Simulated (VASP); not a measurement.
# Cs2H3 (P-62m) in VASP: notebook

Cs2H3 is run at these levels: PBE; tasks: single point, relaxation of cell and atoms.

Program: VASP 6.6.1. These are calculated values, not measurements. Logs are shortened: lines on timing, memory, paths and dates and some standing lists are left out, and cuts for length are marked.

## Step 1: The cell of the first run

It takes space group P-62m (No. 189, hexagonal). The conventional cell has a = 5.952 Å, b = 5.952 Å, c = 4.271 Å, α = 90.00°, β = 90.00°, γ = 120.00°. Within 3.7 Å of Cs (site symmetry -6) lie 6 H at 2.77 Å and 3 Cs at 3.44 Å. H (site symmetry m2m) has 4 Cs at 2.77 Å and 4 H at 3.06 Å within 3.7 Å.

The cell was generated, and may not be a known phase.

## Step 2: Single point, PBE

Contents of INCAR:

```
PREC     = Accurate       # precision mode
ENCUT    = 520            # plane-wave cutoff, eV
EDIFF    = 1E-7           # SCF threshold, eV
ISMEAR   = 0              # smearing method
SIGMA    = 0.1            # smearing width, eV
LREAL    = False          # projectors in reciprocal space
LASPH    = True           # aspherical terms in the spheres
NELM     = 80             # most SCF steps
ALGO     = Normal         # electronic algorithm
ISIF     = 2              # what is computed and relaxed
LWAVE    = False          # write WAVECAR
LCHARG   = False          # write CHGCAR
GGA      = PE             # functional
NBANDS   = 18             # bands
```

Contents of KPOINTS:

```
Automatic mesh
0
Gamma
  3 3 4
```

Contents of POSCAR:

```
Cs2H3
1.0
    5.9520956300      0.0000000000      0.0000000000
   -2.9760478100      5.1546660200      0.0000000000
    0.0000000000      0.0000000000      4.2708841800
Cs H
2 3
Direct
    0.3333333300      0.6666666700      0.5000000000
    0.6666666700      0.3333333300      0.5000000000
    0.5709599200      0.0000000000      0.0000000000
    0.0000000000      0.5709599200      0.0000000000
    0.4290400800      0.4290400800      0.0000000000
```

Potentials or basis: VASP PAW PBE potentials, release 64 (Cs_sv, H).

On the command line:

```console
$ cat potpaw_PBE.64/Cs_sv/POTCAR potpaw_PBE.64/H/POTCAR > POTCAR
$ mpirun -np 1 vasp_std > vasp.out
```

OUTCAR:

```text
PREC = Accurate
   ENCUT = 520
   EDIFF = 1E-7
   ISMEAR = 0
   LREAL = False
   LASPH = True
   NELM = 80
   ISIF = 2
   GGA = PE

 ion  position               nearest neighbor table
   1  0.333  0.667  0.500-
   2  0.667  0.333  0.500-
   3  0.571  0.000  0.000-
   4  0.000  0.571  0.000-
   5  0.429  0.429  0.000-

  LATTYP: Found a hexagonal cell.
 ALAT       =     5.9520956300
 C/A-ratio  =     0.7175429371

  Lattice vectors:

 A1 = (   5.9520956300,   0.0000000000,   0.0000000000)
 A2 = (  -2.9760478100,   5.1546660200,   0.0000000000)
 A3 = (   0.0000000000,   0.0000000000,   4.2708841800)

Analysis of symmetry for initial positions (statically):
=====================================================================
 Subroutine PRICEL returns:
 Original cell was already a primitive cell.

 Routine SETGRP: Setting up the symmetry group for a
 hexagonal supercell.

 Subroutine GETGRP returns: Found 12 space group operations
 (whereof 12 operations were pure point group operations)
 out of a pool of 24 trial point group operations.

The static configuration has the point symmetry D_3h.

Analysis of symmetry for dynamics (positions and initial velocities):
=====================================================================
 Subroutine PRICEL returns:
 Original cell was already a primitive cell.

 Routine SETGRP: Setting up the symmetry group for a
 hexagonal supercell.

 Subroutine GETGRP returns: Found 12 space group operations
 (whereof 12 operations were pure point group operations)
 out of a pool of 24 trial point group operations.

The dynamic configuration has the point symmetry D_3h.

 Subroutine INISYM returns: Found 12 space group operations
 (whereof 12 operations are pure point group operations),
 and found     1 'primitive' translations

----------------------------------------------------------------------------------------

                                     Primitive cell

  volume of cell :     131.0353

  direct lattice vectors                    reciprocal lattice vectors
     5.952095630  0.000000000  0.000000000     0.168008053  0.096999495  0.000000000
    -2.976047810  5.154666020  0.000000000     0.000000000  0.193998990  0.000000000
     0.000000000  0.000000000  4.270884180     0.000000000  0.000000000  0.234143554

  length of vectors
[... 71 lines left out ...]
   NELM   =     80;   NELMIN=  2; NELMDL= -5     # of ELM steps
   EDIFF  = 0.1E-06   stopping-criterion for ELM
   LREAL  =      F    real-space projection
   EDIFFG = 0.1E-05   stopping-criterion for IOM
   NSW    =      0    number of steps for IOM
   IBRION =     -1    ionic relax: 0-MD 1-quasi-New 2-CG
   NFREE  =      0    steps in history (QN), initial steepest desc. (CG)
   ISIF   =      2    stress and relaxation
   ISYM   =      2    0-nonsym 1-usesym 2-fastsym
   POTIM  = 0.5000    time-step for ionic-motion
   TEBEG  =    0.0;   TEEND  =   0.0 temperature during run
   PSTRESS=    0.0 pullay stress
   NELECT =      21.0000    total number of electrons
   NUPDOWN=      -1.0000    fix difference up-down
   EMIN   =  10.00;   EMAX   =-10.00  energy-range for DOS
   EFERMI =   0.00;   METHOD = LEGACY
   ISMEAR =     0;   SIGMA  =   0.10  broadening in eV -4-tet -1-fermi 0-gaus
   EFERMI_NEDOS =   21; number of points for ismear=-14 and -15
   IALGO  =     38    algorithm
   IMIX   =      4    mixing-type and parameters
     AMIX     =   0.40;   BMIX     =  1.00
     AMIX_MAG =   1.60;   BMIX_MAG =  1.00
  volume/ion in A,a.u.               =      26.21       176.85
  Fermi-wavevector in a.u.,A,eV,Ry     =   0.889239  1.680418 10.758753  0.790746
  Thomas-Fermi vector in A             =   2.010774
   LORBIT       =      0    0 simple, 1 ext, 2 COOP (PROOUT), +10 PAW based schemes
   GGA     = PE    functional components
   LHFCALC =     F    Hartree Fock is set to
   AEXX    =    0.0000 exact exchange contribution
   IVDW    =     0    specifies the selected vdW correction
   LEPSILON=     F    determine dielectric tensor
   LRPA    =     F    only Hartree local field effects (RPA)
 non-spin polarized calculation
 Gauss-broadening in eV      SIGMA  =   0.10
  energy-cutoff  :      520.00
  volume of cell :      131.04
 maximum number of plane-waves:      3548
 NGX is ok and might be reduce to    48
   NGX = 23   NGY = 23   NGZ = 15

 number of electron      20.9999997 magnetization

 Free energy of the ion-electron system (eV)
  ---------------------------------------------------
  ext. energy  EPLUGINS =         0.00000000
  ---------------------------------------------------
  free energy    TOTEN  =        -9.09844007 eV

  energy without entropy =       -9.09135013  energy(sigma->0) =       -9.09489510

 E-fermi :  -0.4849     XC(G=0):  -7.1394

 val. band max:       -0.5585120095   @ k =   0.3333   0.3333   0.5000
 cond. band min:      -0.2576447785   @ k =   0.3333  -0.0000   0.5000
 fundamental gap:      0.3008672310
 Fermi energy:        -0.4849344753

 k-point     1 :       0.0000    0.0000    0.0000
  band No.  band energies     occupation
      1     -21.6627      2.00000
      2     -21.0277      2.00000
      3      -9.3713      2.00000
      4      -9.3713      2.00000
      5      -7.9677      2.00000
      6      -7.5732      2.00000
[... 166 lines left out ...]
      5      -8.5087      2.00000
      6      -8.3417      2.00000
[... 10 lines left out ...]
     17       6.7218      0.00000
     18       7.1106      0.00000

------------------------ aborting loop because EDIFF is reached ----------------------------------------

  FORCE on cell =-STRESS in cart. coord.  units (eV):
  Direction    XX          YY          ZZ          XY          YZ          ZX
  --------------------------------------------------------------------------------------
  -------------------------------------------------------------------------------------
  Total        4.4260609      4.4260609     -0.1405475      0.0000000     -0.0000000      0.0000000
  in kB       54.1177507     54.1177507     -1.7184836      0.0000001     -0.0000000      0.0000000
  external PRESSURE =      35.5056726 kB  Pullay stress =       0.0000000 kB

 VOLUME and BASIS-vectors are now :
 -----------------------------------------------------------------------------
  energy-cutoff  :      520.00
  volume of cell :      131.04
      direct lattice vectors                 reciprocal lattice vectors
     5.952095630  0.000000000  0.000000000     0.168008053  0.096999495  0.000000000
    -2.976047810  5.154666020  0.000000000     0.000000000  0.193998990  0.000000000
     0.000000000  0.000000000  4.270884180     0.000000000  0.000000000  0.234143554

 POSITION                                       TOTAL-FORCE (eV/Angst)
 -----------------------------------------------------------------------------------
     -0.00000      3.43644      2.13544         0.000000     -0.000000      0.000000
      2.97605      1.71822      2.13544         0.000000     -0.000000      0.000000
      3.39841      0.00000      0.00000         0.049796     -0.000000      0.000000
     -1.69920      2.94311      0.00000        -0.024898      0.043125     -0.000000
      1.27684      2.21156      0.00000        -0.024898     -0.043125      0.000000
 -----------------------------------------------------------------------------------
    total drift:                                0.000000      0.000000      0.000000

  FREE ENERGIE OF THE ION-ELECTRON SYSTEM (eV)
  ---------------------------------------------------
  free  energy   TOTEN  =        -9.0984400670 eV

  energy  without entropy=       -9.0913501279  energy(sigma->0) =       -9.09489510
```

OSZICAR:

```text
N       E                     dE             d eps       ncg     rms          rms(c)
DAV:   1     0.135401269579E+03    0.13540E+03   -0.79879E+03   324   0.915E+02
DAV:   2     0.353864204321E+01   -0.13186E+03   -0.12697E+03   416   0.171E+02
DAV:   3    -0.103549411059E+02   -0.13894E+02   -0.13843E+02   402   0.638E+01
DAV:   4    -0.105429775898E+02   -0.18804E+00   -0.18797E+00   424   0.866E+00
DAV:   5    -0.105445492634E+02   -0.15717E-02   -0.15715E-02   428   0.736E-01    0.477E+00
DAV:   6    -0.941584125072E+01    0.11287E+01   -0.96405E-01   368   0.396E+00    0.227E+00
DAV:   7    -0.905986860098E+01    0.35597E+00   -0.14548E+00   362   0.433E+00    0.772E-01
DAV:   8    -0.910095075704E+01   -0.41082E-01   -0.14387E-01   362   0.185E+00    0.402E-01
DAV:   9    -0.909595190215E+01    0.49989E-02   -0.17448E-02   400   0.566E-01    0.118E-01
DAV:  10    -0.909871984323E+01   -0.27679E-02   -0.70750E-03   352   0.361E-01    0.105E-01
DAV:  11    -0.909839373859E+01    0.32610E-03   -0.14480E-03   372   0.167E-01    0.139E-02
DAV:  12    -0.909843661230E+01   -0.42874E-04   -0.18685E-04   372   0.627E-02    0.257E-03
DAV:  13    -0.909844051086E+01   -0.38986E-05   -0.65919E-06   424   0.996E-03    0.480E-03
DAV:  14    -0.909844009642E+01    0.41444E-06   -0.43003E-06   358   0.922E-03    0.478E-04
DAV:  15    -0.909844006700E+01    0.29421E-07   -0.38173E-07   416   0.254E-03
   1 F= -.90984401E+01 E0= -.90948951E+01  d E =-.708994E-02
```

Wall time 26 s (1 thread of Intel Xeon 8259CL, shared host); peak memory 0.25 GiB.

Results:

```
Free energy            : -9.0984 eV
Pressure               : 3.6 GPa
Largest force          : 0.050 eV/Å
Band gap on the k mesh : zero (an odd number of electrons rules out a gap without spin polarisation)
```

Forces on the atoms (eV/Å):
```
Cs   0.000  0.000  0.000
Cs   0.000  0.000  0.000
H    0.050  0.000  0.000
H   -0.025  0.043  0.000
H   -0.025 -0.043  0.000
```

Levels at points of the mesh, in eV from the Fermi level:
```tsv
k point	band 7	band 8	band 9	band 10	band 11	band 12	band 13	band 14
(0.00, 0.00, 0.00)	-7.09	-6.84	-2.02	0.62	0.62	3.32	5.12	5.12
(0.00, 0.00, 0.50)	-7.01	-7.01	-0.76	-0.76	0.37	3.37	5.21	5.21
```

Caveat: the k points lie up to 0.41 Å⁻¹ apart, too coarse for converged energies and pressures of a metal; spin-orbit coupling is left out, which moves the levels of the heavy elements; an odd number of electrons without spin polarisation forces a metal; a magnetic or distorted state may lie lower.

## Step 3: Relaxation of cell and atoms, PBE

Contents of INCAR:

```
SYSTEM = Cs2H3
PREC = Accurate
ENCUT = 600
EDIFF = 1E-7
ISMEAR = 0
SIGMA = 0.1
LREAL = .False.
LASPH = .True.
NELM = 80
ALGO = Normal
ISIF = 3
LWAVE = .False.
LCHARG = .False.
GGA = PE
IBRION = 2
NSW = 90
EDIFFG = -0.04
```

Contents of KPOINTS:

```
Automatic mesh
0
Gamma
  3 3 4
  0 0 0
```

POSCAR is that of step 2.

Potentials or basis: VASP PAW PBE potentials, release 64 (Cs_sv, H).

On the command line:

```console
$ cat potpaw_PBE.64/Cs_sv/POTCAR potpaw_PBE.64/H/POTCAR > POTCAR
$ mpirun -np 1 vasp_std > vasp.out
```

It took 4 min on 1 thread of Intel Xeon 8259CL, shared host; peak memory 0.29 GiB.

It converged, with:

```
Free energy                           : -9.9880 eV
Relaxed volume                        : 39.37 Å³/atom
Relaxed cell                          : a = 7.472 Å, b = 7.472 Å, c = 4.072 Å, α = 90.00°, β = 90.00°, γ = 120.00°
Space group after relaxing (to 0.1 Å) : P-62m (No. 189)
Energy gained by relaxing             : 177.8 meV/atom
Ionic steps                           : 13
Pressure after relaxing               : 0.1 GPa
Largest force after relaxing          : 0.039 eV/Å
Band gap on the k mesh                : zero (an odd number of electrons rules out a gap without spin polarisation)
```

Forces in eV/Å, atoms in the order of the input:
```
Cs   0.000  0.000  0.000
Cs   0.000  0.000  0.000
H   -0.039  0.000  0.000
H    0.020 -0.034  0.000
H    0.020  0.034  0.000
```

Step by step:
```csv
step,energy change (eV),largest force (eV/Å),pressure (GPa),volume (Å³)
1,0.0000,0.0498,3.58,131.04
2,-0.3203,0.0254,2.27,142.37
3,-0.7436,0.0391,0.42,173.73
4,-0.6781,0.1346,-0.84,245.44
5,-0.8224,0.0910,-0.37,204.65
6,-0.8240,0.0854,-0.30,200.85
7,-0.8428,0.0825,-0.17,197.80
8,-0.8509,0.0787,-0.01,194.66
9,-0.8511,0.0780,0.03,194.10
10,-0.8533,0.0758,0.03,194.22
11,-0.8598,0.0695,0.04,194.60
12,-0.8712,0.0584,0.05,195.35
13,-0.8888,0.0392,0.07,196.86
```

Final structure:
```
Cs H
1.0
     7.47175    0.00000    0.00000
    -3.73588    6.47073    0.00000
     0.00000    0.00000    4.07178
Cs H
2 3
Cartesian
  0.0000 4.3138 2.0359
  3.7359 2.1569 2.0359
  4.0507 0.0000 0.0000
  5.4464 3.5081 4.0718
  1.7105 2.9627 0.0000
```

Levels at points of the mesh, in eV from the Fermi level:
```
           k point  band 8  band 9  band 10  band 11  band 12  band 13
(0.00, 0.00, 0.00)   -6.79   -1.21     0.24     0.24     4.16     4.55
(0.00, 0.00, 0.50)   -7.11   -0.51    -0.51     0.35     3.88     5.08
```

Caveat: the k points lie up to 0.39 Å⁻¹ apart in the final cell, too coarse for converged energies and pressures of a metal; the volume moved by over 15 % at a fixed basis, so the end points are rough; spin-orbit coupling is left out, which moves the levels of the heavy elements; an odd number of electrons without spin polarisation forces a metal; a magnetic or distorted state may lie lower.

The gap in the log of VASP goes by the Fermi energy; the results here count the filled bands.